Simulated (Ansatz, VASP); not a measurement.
**TaN: VASP beside Ansatz**

Contents of INCAR:

```
SYSTEM = TaN
PREC     = Accurate       ! precision mode
ENCUT    = 520            ! plane-wave cutoff, eV
EDIFF    = 1E-7           ! SCF threshold, eV
ISMEAR   = -1             ! smearing method
SIGMA    = 0.01           ! smearing width, eV
LREAL    = .FALSE.        ! projectors in reciprocal space
LASPH    = .TRUE.         ! aspherical terms in the spheres
NELM     = 100            ! most SCF steps
ALGO     = Normal         ! electronic algorithm
ISIF     = 2              ! what is computed and relaxed
LWAVE    = .FALSE.        ! write WAVECAR
LCHARG   = .FALSE.        ! write CHGCAR
GGA      = PE             ! functional
NBANDS   = 24             ! bands
```

File KPOINTS:

```
regular mesh
0
G
  9 9 5
  0 0 0
```

The input POSCAR:

```
TaN
1.0
    3.1415011232      0.0000000000      0.0000000000
   -1.5707505617      2.7206197788      0.0000000000
    0.0000000000      0.0000000000      4.9400000000
Ta N
2 2
Direct
    0.3333333333      0.6666666667      0.0000000000
    0.6666666667      0.3333333333      0.5000000000
    0.3333333333      0.6666666667      0.3850000000
    0.6666666667      0.3333333333      0.8850000000
```

Input for Ansatz:

```yaml
crystal:
  lattice:
    - [3.1415011232, 0.0, 0.0]
    - [-1.5707505617, 2.7206197788, 0.0]
    - [0.0, 0.0, 4.94]
  atoms:
    - { symbol: Ta, position: [0.3333333333, 0.6666666667, 0.0] }
    - { symbol: Ta, position: [0.6666666667, 0.3333333333, 0.5] }
    - { symbol: "N", position: [0.3333333333, 0.6666666667, 0.385] }
    - { symbol: "N", position: [0.6666666667, 0.3333333333, 0.885] }
kpoints:
  mp_grid: { grid: [9, 9, 5] }
  band_path:
    path:
      - [0.0, 0.0, 0.0]
      - [0.5, 0.0, 0.0]
      - [0.3333333333, 0.3333333333, 0.0]
      - [0.0, 0.0, 0.0]
      - [0.0, 0.0, 0.5]
      - [0.5, 0.0, 0.5]
      - [0.3333333333, 0.3333333333, 0.5]
      - [0.0, 0.0, 0.5]
      - [0.5, 0.0, 0.5]
    npoints: 5
scf:
  occupations: { method: fermi_dirac, width: 0.01 }
hamiltonian:
  xc: pbe
  pseudopotentials: { kind: all_electron, lapw: { basis_error: 0.001 } }
output:
  forces: true
  stress: true
  eigenvalues: true
```

Change from the starting cell: equal xx and yy strain of +3 %.

Alike in both runs: task single point; functional PBE; k mesh 9 × 9 × 5; occupations fermi-dirac, width 0.01 eV; no spin polarisation.

|  | VASP | Ansatz |
| --- | --- | --- |
| version | VASP 6.6.1 | Ansatz 0.2.0 |
| potentials or method | VASP PAW PBE potentials, release 64 (Ta_pv, N), cutoff 520 eV | all-electron LAPW, scalar-relativistic |

Ansatz gave:

- pressure (GPa): 95.4
- traceless stress, the component that is largest in VASP (GPa): -3.50
- rms of the force components (eV/Å): 0.441

Which values does VASP return?

Pressure (GPa): 99.3; traceless stress, the component that is largest in VASP (GPa): -3.63; rms of the force components (eV/Å): 0.436.

Atom by atom the forces differ by 0.005 eV/Å (rms over components). Both programs put the cell under a high pressure, so it lies far from rest at this level. Ansatz ran all-electron here, and VASP with PAW potentials.

Neither program's run includes spin-orbit coupling. Noted on VASP's run: the cell as given lies far from equilibrium.
